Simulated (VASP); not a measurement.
A run of VASP 6.6.1 is set up as follows.

INCAR

```
PREC = Accurate
ENCUT = 600
EDIFF = 1E-7
ISMEAR = 0
SIGMA = 0.1
LREAL = False
LASPH = True
NELM = 60
ALGO = Normal
ISIF = 3
LWAVE = False
LCHARG = False
GGA = PE
IBRION = 2
NSW = 90
EDIFFG = -0.04
```

The input KPOINTS:

```
regular mesh
0
Gamma
  6 6 6
```

The input POSCAR:

```
Zr2C
1.0
    0.0000000000      2.6743040390      5.6598064820
    1.6856560219      0.0000000000      5.6598064820
    1.6856560219      2.6743040390      0.0000000000
Zr C
2 1
Direct
    0.8668245479      0.8668245479      0.1331754521
    0.1331754521      0.1331754521      0.8668245479
    0.5000000000      0.5000000000      0.5000000000
```

Potentials or basis: VASP PAW PBE potentials, release 64 (Zr_sv, C).

Launch:

```console
$ cat potpaw_PBE.64/Zr_sv/POTCAR potpaw_PBE.64/C/POTCAR > POTCAR
$ mpirun -np 1 vasp_std > vasp.out
```

Question: What does it give for the space group after relaxing (to 0.1 Å)?

Answer: Fmmm (No. 69).

Question: Estimate the relaxed cell.

Answer: a = 6.266 Å, b = 5.921 Å, c = 3.159 Å, α = 81.12°, β = 69.00°, γ = 29.88°.

Question: Predict the band gap on the k mesh.

Answer: Zero (bands 14 and 15 overlap by 0.64 eV).

Question: Predict the relaxed volume.

Answer: 17.11 Å³/atom.

Final structure:
```yaml
crystal:
  lattice:
    - [0.00000, 2.66360, 5.67149]
    - [1.69899, 0.00000, 5.67149]
    - [1.69899, 2.66360, 0.00000]
  atoms:
    - { symbol: Zr, position: [0.86765, 0.86765, 0.13235] }
    - { symbol: Zr, position: [0.13235, 0.13235, 0.86765] }
    - { symbol: C, position: [0.50000, 0.50000, 0.50000] }
```

Caveat: the k points lie up to 0.38 Å⁻¹ apart in the final cell, too coarse for converged energies and pressures of a metal.
